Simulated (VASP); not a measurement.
# In3Se (P4mm) in VASP: single point with PBEsol+D3(BJ)

Aim: the single point of In3Se with PBEsol+D3(BJ).

Everything below comes from runs of VASP 6.6.1. Logs are shortened: lines on timing, memory, paths and dates and some standing lists are left out, and cuts for length are marked.

### 1 The cell of the first run

The structure is tetragonal, space group P4mm (No. 99). The conventional cell has a = 4.588 Å, b = 4.588 Å, c = 4.588 Å, α = 90.00°, β = 90.00°, γ = 90.00°. In (site symmetry 4mm) has 8 In at 3.24 Å and 4 Se at 3.24 Å within 4.3 Å. Within 4.2 Å of In (site symmetry 2mm) lie 4 Se at 3.19 to 3.30 Å and 8 In at 3.24 Å. Within 4.2 Å of Se (site symmetry 4mm) lie 12 In at 3.19 to 3.30 Å.

### 2 Single point, PBEsol+D3(BJ) (atom 4 (Se) moved +0.075 Å towards its neighbour atom 4 (Se) at 4.588 Å)

Input file INCAR:

```
SYSTEM = In3Se
ALGO     = Normal         ! electronic algorithm
EDIFF    = 1E-6           ! SCF threshold, eV
ENCUT    = 520            ! plane-wave cutoff, eV
GGA      = PS             ! functional
ISIF     = 2              ! what is computed and relaxed
ISMEAR   = 0              ! smearing method
IVDW     = 12             ! dispersion correction
LASPH    = .TRUE.         ! aspherical terms in the spheres
LCHARG   = .TRUE.         ! write CHGCAR
LELF     = .TRUE.         ! ELF
LREAL    = .FALSE.        ! projectors in reciprocal space
LVHAR    = .TRUE.       
LWAVE    = .FALSE.        ! write WAVECAR
NBANDS   = 30             ! bands
NELM     = 100            ! most SCF steps
PREC     = Accurate       ! precision mode
SIGMA    = 0.15           ! smearing width, eV
```

Input file KPOINTS:

```
k-points
0
G
  10 10 10
  0 0 0
```

Input file POSCAR:

```
In3Se
1.0
    4.5878535042      0.0000000000      0.0000000000
    0.0000000000      4.5878535042      0.0000000000
    0.0000000000      0.0000000000      4.5878535042
In Se
3 1
Direct
    0.0000000000      0.5000000000      0.5000000000
    0.5000000000      0.0000000000      0.5000000000
    0.5000000000      0.5000000000      0.0000000000
   -0.0163475141      0.0000000000      0.0000000000
```

Potentials or basis: VASP PAW PBE potentials, release 64 (In_d, Se).

On the command line:

```
$ cat potpaw_PBE.64/In_d/POTCAR potpaw_PBE.64/Se/POTCAR > POTCAR
$ mpirun -np 1 vasp_std > vasp.out
```

OUTCAR:

```text
SYSTEM = In3Se
   EDIFF = 1E-6
   ENCUT = 520
   GGA = PS
   ISIF = 2
   ISMEAR = 0
   IVDW = 12
   LASPH = .TRUE.
   LREAL = .FALSE.
   NELM = 100
   PREC = Accurate
 IVDW          = 12

 ion  position               nearest neighbor table
   1  0.000  0.500  0.500-   2 3.24   3 3.24   3 3.24   2 3.24   2 3.24   3 3.24   3 3.24   2 3.24
                             4 3.24   4 3.24   4 3.24   4 3.24
   2  0.500  0.000  0.500-   4 3.19   4 3.19   1 3.24   3 3.24   3 3.24   1 3.24   3 3.24   3 3.24
                             1 3.24   1 3.24   4 3.30   4 3.30
   3  0.500  0.500  0.000-   4 3.19   4 3.19   1 3.24   1 3.24   2 3.24   2 3.24   2 3.24   2 3.24
                             1 3.24   1 3.24   4 3.30   4 3.30
   4  0.984  0.000  0.000-   2 3.19   3 3.19   2 3.19   3 3.19   1 3.24   1 3.24   1 3.24   1 3.24
                             2 3.30   3 3.30   2 3.30   3 3.30

  LATTYP: Found a simple cubic cell.
 ALAT       =     4.5878535042

  Lattice vectors:

 A1 = (   4.5878535042,   0.0000000000,   0.0000000000)
 A2 = (   0.0000000000,   4.5878535042,   0.0000000000)
 A3 = (   0.0000000000,   0.0000000000,   4.5878535042)

Analysis of symmetry for initial positions (statically):
=====================================================================
 Subroutine PRICEL returns:
 Original cell was already a primitive cell.

 Routine SETGRP: Setting up the symmetry group for a
 simple cubic supercell.

 Subroutine GETGRP returns: Found  8 space group operations
 (whereof  8 operations were pure point group operations)
 out of a pool of 48 trial point group operations.

The static configuration has the point symmetry C_4v.

Analysis of symmetry for dynamics (positions and initial velocities):
=====================================================================
 Subroutine PRICEL returns:
 Original cell was already a primitive cell.

 Routine SETGRP: Setting up the symmetry group for a
 simple cubic supercell.

 Subroutine GETGRP returns: Found  8 space group operations
 (whereof  8 operations were pure point group operations)
 out of a pool of 48 trial point group operations.

The dynamic configuration has the point symmetry C_4v.

 Subroutine INISYM returns: Found  8 space group operations
 (whereof  8 operations are pure point group operations),
 and found     1 'primitive' translations

----------------------------------------------------------------------------------------

                                     Primitive cell

  volume of cell :      96.5670

  direct lattice vectors                    reciprocal lattice vectors
     4.587853504  0.000000000  0.000000000     0.217966855  0.000000000  0.000000000
     0.000000000  4.587853504  0.000000000     0.000000000  0.217966855  0.000000000
     0.000000000  0.000000000  4.587853504     0.000000000  0.000000000  0.217966855

  length of vectors
     4.587853504  4.587853504  4.587853504     0.217966855  0.217966855  0.217966855

  position of ions in fractional coordinates (direct lattice)
     0.000000000  0.500000000  0.500000000
     0.500000000  0.000000000  0.500000000
     0.500000000  0.500000000  0.000000000
     0.983652486  0.000000000  0.000000000

  ion indices of the primitive-cell ions
   primitive index   ion index
                 1           1
                 2           2
                 3           3
                 4           4

----------------------------------------------------------------------------------------

 KPOINTS: k-points

Automatic generation of k-mesh.
 Grid dimensions read from file:
 generate k-points for:   10   10   10

 Generating k-lattice:

  Cartesian coordinates                     Fractional coordinates (reciprocal lattice)
     0.021796686  0.000000000  0.000000000     0.100000000  0.000000000  0.000000000
     0.000000000  0.021796686  0.000000000     0.000000000  0.100000000  0.000000000
     0.000000000  0.000000000  0.021796686     0.000000000  0.000000000  0.100000000

  Length of vectors
     0.021796686  0.021796686  0.021796686

  Shift w.r.t. Gamma in fractional coordinates (k-lattice)
     0.000000000  0.000000000  0.000000000

 Subroutine IBZKPT returns following result:
 ===========================================

 Found    126 irreducible k-points:

 Following reciprocal coordinates:
            Coordinates               Weight
  0.000000  0.000000  0.000000      1.000000
  0.100000  0.000000  0.000000      2.000000
  0.000000  0.100000  0.000000      4.000000
  0.200000  0.000000  0.000000      2.000000
  0.000000  0.200000  0.000000      4.000000
  0.300000  0.000000  0.000000      2.000000
[... 16 lines left out ...]
  0.500000  0.100000  0.000000      4.000000
  0.000000  0.500000  0.100000      4.000000
 [... further k-points ...]
   k-points           NKPTS =    126   k-points in BZ     NKDIM =    126   number of bands    NBANDS=     30
   number of dos      NEDOS =    301   number of ions     NIONS =      4
   total plane-waves  NPLWV =  46656
   dimension x,y,z NGX =    36 NGY =   36 NGZ =   36
   dimension x,y,z NGXF=    72 NGYF=   72 NGZF=   72
   ions per type =               3   1
   NGX,Y,Z   is equivalent  to a cutoff of  13.04, 13.04, 13.04 a.u.
   NGXF,Y,Z  is equivalent  to a cutoff of  26.09, 26.09, 26.09 a.u.
 SYSTEM =  In3Se
   PREC   = accura    normal or accurate (medium, high low for compatibility)
   ISTART =      0    job   : 0-new  1-cont  2-samecut
   ICHARG =      2    charge: 1-file 2-atom 10-const
   ISPIN  =      1    spin polarized calculation?
   LNONCOLLINEAR =      F non collinear calculations
   LSORBIT =      F    spin-orbit coupling
   LASPH  =      T    aspherical Exc in radial PAW
   ENCUT  =  520.0 eV  38.22 Ry    6.18 a.u.   8.53  8.53  8.53*2*pi/ulx,y,z
   NELM   =    100;   NELMIN=  2; NELMDL= -5     # of ELM steps
   EDIFF  = 0.1E-05   stopping-criterion for ELM
   LREAL  =      F    real-space projection
   EDIFFG = 0.1E-04   stopping-criterion for IOM
   NSW    =      0    number of steps for IOM
   IBRION =     -1    ionic relax: 0-MD 1-quasi-New 2-CG
   NFREE  =      0    steps in history (QN), initial steepest desc. (CG)
   ISIF   =      2    stress and relaxation
   ISYM   =      2    0-nonsym 1-usesym 2-fastsym
   POTIM  = 0.5000    time-step for ionic-motion
   TEBEG  =    0.0;   TEEND  =   0.0 temperature during run
   PSTRESS=    0.0 pullay stress
   NELECT =      45.0000    total number of electrons
   NUPDOWN=      -1.0000    fix difference up-down
   EMIN   =  10.00;   EMAX   =-10.00  energy-range for DOS
   EFERMI =   0.00;   METHOD = LEGACY
   ISMEAR =     0;   SIGMA  =   0.15  broadening in eV -4-tet -1-fermi 0-gaus
   EFERMI_NEDOS =   21; number of points for ismear=-14 and -15
   IALGO  =     38    algorithm
   IMIX   =      4    mixing-type and parameters
     AMIX     =   0.40;   BMIX     =  1.00
     AMIX_MAG =   1.60;   BMIX_MAG =  1.00
  volume/ion in A,a.u.               =      24.14       162.92
  Fermi-wavevector in a.u.,A,eV,Ry     =   1.269218  2.398474 21.917810  1.610914
  Thomas-Fermi vector in A             =   2.402271
   LORBIT       =      0    0 simple, 1 ext, 2 COOP (PROOUT), +10 PAW based schemes
   GGA     = PS    functional components
   LHFCALC =     F    Hartree Fock is set to
   AEXX    =    0.0000 exact exchange contribution
   IVDW    =    12    specifies the selected vdW correction
   LEPSILON=     F    determine dielectric tensor
   LRPA    =     F    only Hartree local field effects (RPA)
 non-spin polarized calculation
 Gauss-broadening in eV      SIGMA  =   0.15
  energy-cutoff  :      520.00
  volume of cell :       96.57
 maximum number of plane-waves:      2624
 NGX is ok and might be reduce to    36
   NGX = 17   NGY = 17   NGZ = 17

 number of electron      44.9999975 magnetization

 Free energy of the ion-electron system (eV)
  ---------------------------------------------------
  ext. energy  EPLUGINS =         0.00000000
  ---------------------------------------------------
  free energy    TOTEN  =       -13.20999715 eV

  energy without entropy =      -13.19047106  energy(sigma->0) =      -13.20023411

 E-fermi :   7.2656     XC(G=0): -10.5484

 val. band max:        7.2119574800   @ k =   0.0000   0.4000   0.0000
 cond. band min:       7.2756604170   @ k =   0.1000   0.0000   0.4000
 fundamental gap:      0.0637029371
 Fermi energy:         7.2655631024

 k-point     1 :       0.0000    0.0000    0.0000
  band No.  band energies     occupation
      1      -7.6013      2.00000
      2      -7.5438      2.00000
      3      -7.5431      2.00000
      4      -7.5431      2.00000
      5      -7.3788      2.00000
      6      -7.3778      2.00000
[... 22 lines left out ...]
     29      12.9479      0.00000
     30      14.4098      0.00000

 k-point     2 :       0.1000    0.0000    0.0000
  band No.  band energies     occupation
      1      -7.5870      2.00000
      2      -7.5412      2.00000
      3      -7.5305      2.00000
      4      -7.5305      2.00000
      5      -7.3770      2.00000
      6      -7.3688      2.00000
[... 22 lines left out ...]
     29      13.2464      0.00000
     30      14.4477      0.00000

 k-point     3 :       0.0000    0.1000    0.0000
  band No.  band energies     occupation
      1      -7.5870      2.00000
      2      -7.5405      2.00000
      3      -7.5312      2.00000
      4      -7.5305      2.00000
      5      -7.3762      2.00000
      6      -7.3695      2.00000
[... 22 lines left out ...]
     29      13.2458      0.00000
     30      14.4448      0.00000

 k-point     4 :       0.2000    0.0000    0.0000
  band No.  band energies     occupation
      1      -7.5465      2.00000
      2      -7.5343      2.00000
      3      -7.4937      2.00000
      4      -7.4937      2.00000
      5      -7.3719      2.00000
      6      -7.3431      2.00000
[... 616 lines left out ...]
     29      12.9368      0.00000
     30      13.4274      0.00000

 k-point    23 :       0.5000    0.1000    0.0000
  band No.  band energies     occupation
      1      -7.5034      2.00000
      2      -7.3943      2.00000
      3      -7.3305      2.00000
      4      -7.3284      2.00000
      5      -7.3109      2.00000
      6      -7.2485      2.00000
[... 22 lines left out ...]
     29      13.0271      0.00000
     30      13.1216      0.00000

 k-point    24 :       0.0000    0.5000    0.1000
  band No.  band energies     occupation
      1      -7.5025      2.00000
      2      -7.3917      2.00000
      3      -7.3316      2.00000
      4      -7.3283      2.00000
      5      -7.3117      2.00000
      6      -7.2492      2.00000
[... 22 lines left out ...]
     29      13.0187      0.00000
     30      13.1184      0.00000

 [... further k-points ...]

------------------------ aborting loop because EDIFF is reached ----------------------------------------

 Edisp (eV)   -1.47993

 E8    (eV) :    -1.0419

  FORCE on cell =-STRESS in cart. coord.  units (eV):
  Direction    XX          YY          ZZ          XY          YZ          ZX
  --------------------------------------------------------------------------------------
  -------------------------------------------------------------------------------------
  Total      -0.01599     0.01648     0.01648    -0.00000     0.00000     0.00000
  in kB      -0.26523     0.27338     0.27338    -0.00000     0.00000     0.00000
  external pressure =        0.09 kB  Pullay stress =        0.00 kB

 VOLUME and BASIS-vectors are now :
 -----------------------------------------------------------------------------
  energy-cutoff  :      520.00
  volume of cell :       96.57
      direct lattice vectors                 reciprocal lattice vectors
     4.587853504  0.000000000  0.000000000     0.217966855  0.000000000  0.000000000
     0.000000000  4.587853504  0.000000000     0.000000000  0.217966855  0.000000000
     0.000000000  0.000000000  4.587853504     0.000000000  0.000000000  0.217966855

 POSITION                                       TOTAL-FORCE (eV/Angst)
 -----------------------------------------------------------------------------------
      0.00000      2.29393      2.29393         0.061864      0.000000     -0.000000
      2.29393      0.00000      2.29393        -0.051210     -0.000000     -0.000000
      2.29393      2.29393      0.00000        -0.051210      0.000000     -0.000000
      4.51285      0.00000      0.00000         0.040555      0.000000      0.000000
 -----------------------------------------------------------------------------------
    total drift:                               -0.000053      0.000000      0.000000

  FREE ENERGIE OF THE ION-ELECTRON SYSTEM (eV)
  ---------------------------------------------------
  free  energy   TOTEN  =       -14.6899252081 eV

  energy  without entropy=      -14.6703991089  energy(sigma->0) =      -14.68016216
```

Run time: 1.7 min. Hardware: 1 thread of Intel Xeon 6975P-C (Granite Rapids), shared host; peak memory 0.43 GiB.

Results:

| Item | Value |
| --- | --- |
| Free energy | -14.6899 eV |
| Pressure | 0.0 GPa |
| Largest force | 0.062 eV/Å |
| Band gap on the k mesh | zero (an odd number of electrons rules out a gap without spin polarisation) |
| Dispersion energy per atom | -0.370 eV |

Forces in eV/Å, atoms in the order of the input:
```
In   0.062  0.000  0.000
In  -0.051  0.000  0.000
In  -0.051  0.000  0.000
Se   0.041  0.000  0.000
```

Caveat: the cell differs from its parent crystal (atom 4 (Se) moved +0.075 Å towards its neighbour atom 4 (Se) at 4.588 Å); the PAW data sets were made with another functional, which shifts forces and pressure a little; spin-orbit coupling is left out, which moves the levels of the heavy elements.
